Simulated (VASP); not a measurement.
Set up this calculation in VASP 6.6.1, as the native input.

* Task: single point
* Functional: PBE
* Potentials or basis: VASP PAW PBE potentials, release 64 (Pb_d, S)
* Cutoff: 520 eV
* k mesh: 8 × 8 × 6
* Occupations: gaussian, width 0.02 eV
* Spin: no spin polarisation
* Dipole correction: no
* Further INCAR settings: ALGO = Normal; EDIFF = 1e-06; NBANDS = 28

The structure of PbS lies in POSCAR:

```
PbS
1.0
    4.3066185763      0.0000000000      0.0000000000
    0.0000000000      4.3066185763      0.0000000000
    0.0000000000      0.0000000000      6.4314547495
Pb S
2 2
Direct
    0.5000000000      0.0000000000      0.7194374901
    0.0000000000      0.5000000000      0.2805625099
    0.5000000000      0.0000000000      0.2879897837
    0.0000000000      0.5000000000      0.7120102163
```

This cell differs from its parent crystal: volume scaled by 1.10, then relaxed in part.

One way to write it, as run:

INCAR

```
PREC = Accurate
ENCUT = 520
EDIFF = 1E-6
ISMEAR = 0
SIGMA = 0.02
LREAL = False
LASPH = True
NELM = 100
ALGO = Normal
ISIF = 2
LWAVE = False
LCHARG = False
GGA = PE
NBANDS = 28
```

KPOINTS

```
regular mesh
0
Gamma
  8 8 6
```

Potentials or basis: VASP PAW PBE potentials, release 64 (Pb_d, S).

Run with:

```console
$ cat potpaw_PBE.64/Pb_d/POTCAR potpaw_PBE.64/S/POTCAR > POTCAR
$ mpirun -np 1 vasp_std > vasp.out
```

Results of the run:

- Pressure: -1.7 GPa
- Largest force: 0.006 eV/Å
- Band gap on the k mesh: 1.40 eV, direct

Caveat: spin-orbit coupling is left out, which moves the levels of the heavy elements.

Run time: 93 s on 1 thread of Intel(R) Xeon(R) Platinum 8488C (Sapphire Rapids) (shared host), peak memory 0.31 GiB.
